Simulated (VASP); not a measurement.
# V3Se4F (P6/mmm) in VASP: single point with PBE

Aim: the single point of V3Se4F with PBE.

Program: VASP 6.6.1. These are calculated values, not measurements. Logs are shortened: lines on timing, memory, paths and dates and some standing lists are left out, and cuts for length are marked.

## Step 1: The cell of the first run

It takes space group P6/mmm (No. 191, hexagonal). The conventional cell has a = 6.255 Å, b = 6.255 Å, c = 4.785 Å, α = 90.00°, β = 90.00°, γ = 120.00°. Within 3.2 Å of V (site symmetry mmm) lie 2 Se at 2.39 Å and 2 F at 3.13 Å and 4 V at 3.13 Å. Within 3.2 Å of Se (site symmetry mmm) lie 2 V at 2.39 Å and 6 Se at 3.13 Å. Within 3.2 Å of Se (site symmetry 6/mmm) lie 2 F at 2.39 Å and 6 Se at 3.13 Å. F (site symmetry 6/mmm) has 2 Se at 2.39 Å and 6 V at 3.13 Å within 3.2 Å.

## Step 2: Single point, PBE, collinear spin, ferromagnetic start

Contents of INCAR:

```
SYSTEM = V3Se4F
ALGO = Normal ; EDIFF = 1E-6
ENCUT = 520 ; GGA = PE
ISIF = 2 ; ISMEAR = 0
ISPIN = 2 ; LASPH = .TRUE.
LCHARG = .FALSE. ; LMAXMIX = 4
LORBIT = 11 ; LREAL = .FALSE.
LWAVE = .FALSE. ; MAGMOM = 2 2 2 0 0 0 0 0
NBANDS = 49 ; NELM = 150
PREC = Accurate ; SIGMA = 0.15
```

Contents of KPOINTS:

```
k-points
0
G
  3 3 2
  0 0 0
```

Contents of POSCAR:

```
V3Se4F
1.0
    6.2554852259      0.0000000000      0.0000000000
   -3.1277426130      5.4174091187      0.0000000000
    0.0000000000      0.0000000000      4.7852682324
V Se F
3 4 1
Direct
    0.5000000000      0.0000000000      0.0000000000
    0.0000000000      0.5000000000      0.0000000000
    0.5000000000      0.5000000000      0.0000000000
    0.5000000000      0.0000000000      0.5000000000
    0.0000000000      0.5000000000      0.5000000000
    0.5000000000      0.5000000000      0.5000000000
    0.0000000000      0.0000000000      0.5000000000
    0.0000000000      0.0000000000      0.0000000000
```

Potentials or basis: VASP PAW PBE potentials, release 64 (V_sv, Se, F).

Command:

```bash
$ cat potpaw_PBE.64/V_sv/POTCAR potpaw_PBE.64/Se/POTCAR potpaw_PBE.64/F/POTCAR > POTCAR
$ mpirun -np 1 vasp_std > vasp.out
```

OUTCAR:

```text
SYSTEM = V3Se4F
   EDIFF = 1E-6
   ENCUT = 520
   GGA = PE
   ISIF = 2
   ISMEAR = 0
   ISPIN = 2
   LASPH = .TRUE.
   LORBIT = 11
   LREAL = .FALSE.
   NELM = 150
   PREC = Accurate

 ion  position               nearest neighbor table
   1  0.500  0.000  0.000-   4 2.39   4 2.39
   2  0.000  0.500  0.000-   5 2.39   5 2.39
   3  0.500  0.500  0.000-   6 2.39   6 2.39
   4  0.500  0.000  0.500-   1 2.39   1 2.39
   5  0.000  0.500  0.500-   2 2.39   2 2.39
   6  0.500  0.500  0.500-   3 2.39   3 2.39
   7  0.000  0.000  0.500-
   8  0.000  0.000  0.000-

  LATTYP: Found a hexagonal cell.
 ALAT       =     6.2554852259
 C/A-ratio  =     0.7649715505

  Lattice vectors:

 A1 = (   6.2554852259,   0.0000000000,   0.0000000000)
 A2 = (  -3.1277426130,   5.4174091187,   0.0000000000)
 A3 = (   0.0000000000,   0.0000000000,   4.7852682324)

Analysis of symmetry for initial positions (statically):
=====================================================================
 Subroutine PRICEL returns:
 Original cell was already a primitive cell.

 Routine SETGRP: Setting up the symmetry group for a
 hexagonal supercell.

 Subroutine GETGRP returns: Found 24 space group operations
 (whereof 24 operations were pure point group operations)
 out of a pool of 24 trial point group operations.

The static configuration has the point symmetry D_6h.

Analysis of symmetry for dynamics (positions and initial velocities):
=====================================================================
 Subroutine PRICEL returns:
 Original cell was already a primitive cell.

 Routine SETGRP: Setting up the symmetry group for a
 hexagonal supercell.

 Subroutine GETGRP returns: Found 24 space group operations
 (whereof 24 operations were pure point group operations)
 out of a pool of 24 trial point group operations.

The dynamic configuration has the point symmetry D_6h.

Analysis of structural, dynamic, and magnetic symmetry:
=====================================================================
 Subroutine PRICEL returns:
 Original cell was already a primitive cell.

 Routine SETGRP: Setting up the symmetry group for a
 hexagonal supercell.

 Subroutine GETGRP returns: Found 24 space group operations
 (whereof 24 operations were pure point group operations)
 out of a pool of 24 trial point group operations.

The overall configuration has the point symmetry D_6h.

 Subroutine INISYM returns: Found 24 space group operations
 (whereof 24 operations are pure point group operations),
 and found     1 'primitive' translations

----------------------------------------------------------------------------------------

                                     Primitive cell

  volume of cell :     162.1657

  direct lattice vectors                    reciprocal lattice vectors
     6.255485226  0.000000000  0.000000000     0.159859701  0.092295042  0.000000000
    -3.127742613  5.417409119  0.000000000     0.000000000  0.184590083  0.000000000
     0.000000000  0.000000000  4.785268232     0.000000000  0.000000000  0.208974701

  length of vectors
     6.255485226  6.255485226  4.785268232     0.184590083  0.184590083  0.208974701

  position of ions in fractional coordinates (direct lattice)
     0.500000000  0.000000000  0.000000000
     0.000000000  0.500000000  0.000000000
     0.500000000  0.500000000  0.000000000
     0.500000000  0.000000000  0.500000000
     0.000000000  0.500000000  0.500000000
     0.500000000  0.500000000  0.500000000
     0.000000000  0.000000000  0.500000000
     0.000000000  0.000000000  0.000000000

  ion indices of the primitive-cell ions
   primitive index   ion index
                 1           1
                 2           2
                 3           3
                 4           4
                 5           5
[... 34 lines left out ...]
  0.333333  0.333333  0.000000      2.000000
  0.000000  0.000000  0.500000      1.000000
  0.333333  0.000000  0.500000      6.000000
  0.333333  0.333333  0.500000      2.000000
   k-points           NKPTS =      6   k-points in BZ     NKDIM =      6   number of bands    NBANDS=     49
   number of dos      NEDOS =    301   number of ions     NIONS =      8
   total plane-waves  NPLWV =  82944
   dimension x,y,z NGX =    48 NGY =   48 NGZ =   36
   dimension x,y,z NGXF=    96 NGYF=   96 NGZF=   72
   ions per type =               3   4   1
   NGX,Y,Z   is equivalent  to a cutoff of  12.76, 12.76, 12.51 a.u.
   NGXF,Y,Z  is equivalent  to a cutoff of  25.51, 25.51, 25.01 a.u.
 SYSTEM =  V3Se4F
   PREC   = accura    normal or accurate (medium, high low for compatibility)
   ISTART =      0    job   : 0-new  1-cont  2-samecut
   ICHARG =      2    charge: 1-file 2-atom 10-const
   ISPIN  =      2    spin polarized calculation?
   LNONCOLLINEAR =      F non collinear calculations
   LSORBIT =      F    spin-orbit coupling
   LASPH  =      T    aspherical Exc in radial PAW
   ENCUT  =  520.0 eV  38.22 Ry    6.18 a.u.  11.63 11.63  8.90*2*pi/ulx,y,z
   NELM   =    150;   NELMIN=  2; NELMDL= -5     # of ELM steps
   EDIFF  = 0.1E-05   stopping-criterion for ELM
   LREAL  =      F    real-space projection
   EDIFFG = 0.1E-04   stopping-criterion for IOM
   NSW    =      0    number of steps for IOM
   IBRION =     -1    ionic relax: 0-MD 1-quasi-New 2-CG
   NFREE  =      0    steps in history (QN), initial steepest desc. (CG)
   ISIF   =      2    stress and relaxation
   ISYM   =      2    0-nonsym 1-usesym 2-fastsym
   POTIM  = 0.5000    time-step for ionic-motion
   TEBEG  =    0.0;   TEEND  =   0.0 temperature during run
   PSTRESS=    0.0 pullay stress
   NELECT =      70.0000    total number of electrons
   NUPDOWN=      -1.0000    fix difference up-down
   EMIN   =  10.00;   EMAX   =-10.00  energy-range for DOS
   EFERMI =   0.00;   METHOD = LEGACY
   ISMEAR =     0;   SIGMA  =   0.15  broadening in eV -4-tet -1-fermi 0-gaus
   EFERMI_NEDOS =   21; number of points for ismear=-14 and -15
   IALGO  =     38    algorithm
   IMIX   =      4    mixing-type and parameters
     AMIX     =   0.40;   BMIX     =  1.00
     AMIX_MAG =   1.60;   BMIX_MAG =  1.00
  volume/ion in A,a.u.               =      20.27       136.79
  Fermi-wavevector in a.u.,A,eV,Ry     =   1.237242  2.338048 20.827349  1.530767
  Thomas-Fermi vector in A             =   2.371817
   LORBIT       =     11    0 simple, 1 ext, 2 COOP (PROOUT), +10 PAW based schemes
   GGA     = PE    functional components
   LHFCALC =     F    Hartree Fock is set to
   AEXX    =    0.0000 exact exchange contribution
   IVDW    =     0    specifies the selected vdW correction
   LEPSILON=     F    determine dielectric tensor
   LRPA    =     F    only Hartree local field effects (RPA)
 spin polarized calculation
 Gauss-broadening in eV      SIGMA  =   0.15
  energy-cutoff  :      520.00
  volume of cell :      162.17
 maximum number of plane-waves:      4378
 NGX is ok and might be reduce to    48
   NGX = 23   NGY = 23   NGZ = 17

 number of electron      69.9999965 magnetization       7.5270558

 Free energy of the ion-electron system (eV)
  ---------------------------------------------------
  ext. energy  EPLUGINS =         0.00000000
  ---------------------------------------------------
  free energy    TOTEN  =       -39.68382461 eV

  energy without entropy =      -39.57786836  energy(sigma->0) =      -39.63084648

 E-fermi :   4.8571     XC(G=0): -10.0942

 val. band max:        4.8533017485   @ k =   0.0000   0.0000   0.5000
 cond. band min:       4.8579598626   @ k =   0.3333   0.0000   0.0000
 fundamental gap:      0.0046581141
 Fermi energy:         4.8571449844

 spin component 1

 k-point     1 :       0.0000    0.0000    0.0000
  band No.  band energies     occupation
      1     -60.2403      1.00000
      2     -60.2278      1.00000
      3     -60.2278      1.00000
      4     -34.2653      1.00000
      5     -34.2653      1.00000
      6     -34.2154      1.00000
[... 289 lines left out ...]
     46       6.1691      0.00000
     47       6.4568      0.00000
 Fermi energy:         4.8571449844

 spin component 2

 k-point     1 :       0.0000    0.0000    0.0000
  band No.  band energies     occupation
      1     -57.9998      1.00000
      2     -57.9869      1.00000
      3     -57.9869      1.00000
      4     -32.0418      1.00000
      5     -32.0266      1.00000
      6     -32.0266      1.00000
[... 289 lines left out ...]
     46       7.7496      0.00000
     47       7.9837      0.00000
 [bands above 47 left out]

------------------------ aborting loop because EDIFF is reached ----------------------------------------

  FORCE on cell =-STRESS in cart. coord.  units (eV):
  Direction    XX          YY          ZZ          XY          YZ          ZX
  --------------------------------------------------------------------------------------
  -------------------------------------------------------------------------------------
  Total        0.1233845      0.1233845     -0.1484582     -0.0000000     -0.0000000      0.0000000
  in kB        1.2190236      1.2190236     -1.4667490     -0.0000000     -0.0000000      0.0000000
  external PRESSURE =       0.3237661 kB  Pullay stress =       0.0000000 kB

 VOLUME and BASIS-vectors are now :
 -----------------------------------------------------------------------------
  energy-cutoff  :      520.00
  volume of cell :      162.17
      direct lattice vectors                 reciprocal lattice vectors
     6.255485226  0.000000000  0.000000000     0.159859701  0.092295042  0.000000000
    -3.127742613  5.417409119  0.000000000     0.000000000  0.184590083  0.000000000
     0.000000000  0.000000000  4.785268232     0.000000000  0.000000000  0.208974701

 POSITION                                       TOTAL-FORCE (eV/Angst)
 -----------------------------------------------------------------------------------
      3.12774      0.00000      0.00000         0.000000      0.000000      0.000000
     -1.56387      2.70870      0.00000        -0.000000      0.000000      0.000000
      1.56387      2.70870      0.00000         0.000000      0.000000      0.000000
      3.12774      0.00000      2.39263         0.000000      0.000000      0.000000
     -1.56387      2.70870      2.39263         0.000000      0.000000      0.000000
      1.56387      2.70870      2.39263        -0.000000      0.000000      0.000000
      0.00000      0.00000      2.39263         0.000000      0.000000      0.000000
      0.00000      0.00000      0.00000         0.000000      0.000000      0.000000
 -----------------------------------------------------------------------------------
    total drift:                               -0.000000      0.000000      0.000000

  FREE ENERGIE OF THE ION-ELECTRON SYSTEM (eV)
  ---------------------------------------------------
  free  energy   TOTEN  =       -39.6838246093 eV

  energy  without entropy=      -39.5778683563  energy(sigma->0) =      -39.63084648

 total charge

# of ion       s       p       d       tot
------------------------------------------
    1        2.203   6.111   3.047  11.361
    2        2.203   6.111   3.047  11.361
    3        2.203   6.111   3.047  11.361
    4        1.483   2.292   0.048   3.823
    5        1.483   2.292   0.048   3.823
    6        1.483   2.292   0.048   3.823
    7        1.545   2.001   0.035   3.581
    8        1.765   4.208   0.000   5.973
--------------------------------------------------
tot         14.369  31.419   9.318  55.106

 magnetization (x)

# of ion       s       p       d       tot
------------------------------------------
    1        0.035   0.034   2.225   2.293
    2        0.035   0.034   2.225   2.293
    3        0.035   0.034   2.225   2.293
    4       -0.013  -0.168   0.015  -0.167
    5       -0.013  -0.168   0.015  -0.167
    6       -0.013  -0.168   0.015  -0.167
    7       -0.006  -0.089  -0.001  -0.096
    8        0.002   0.056   0.000   0.058
--------------------------------------------------
tot          0.061  -0.436   6.717   6.342
```

Run time: 2.8 min. Hardware: 1 thread of AMD EPYC 7R43 (Zen 3), shared host; peak memory 0.34 GiB.

What came out:

* Free energy: -39.6838 eV
* Pressure: 0.0 GPa
* Net moment: 7.53 μB per cell
* Site moments: V +2.29; Se -0.17, -0.10; F +0.06 μB
* Valence electrons inside the program's atomic spheres: V 11.36; Se 3.82, 3.58; F 5.97

Stress tensor (GPa, compression positive):
```
 0.12  0.00  0.00
 0.00  0.12  0.00
 0.00  0.00 -0.15
```

Caveat: the k points lie up to 0.66 Å⁻¹ apart; semilocal functionals often make such compounds metallic where correlation or magnetic order opens a gap, which also shifts bond lengths.
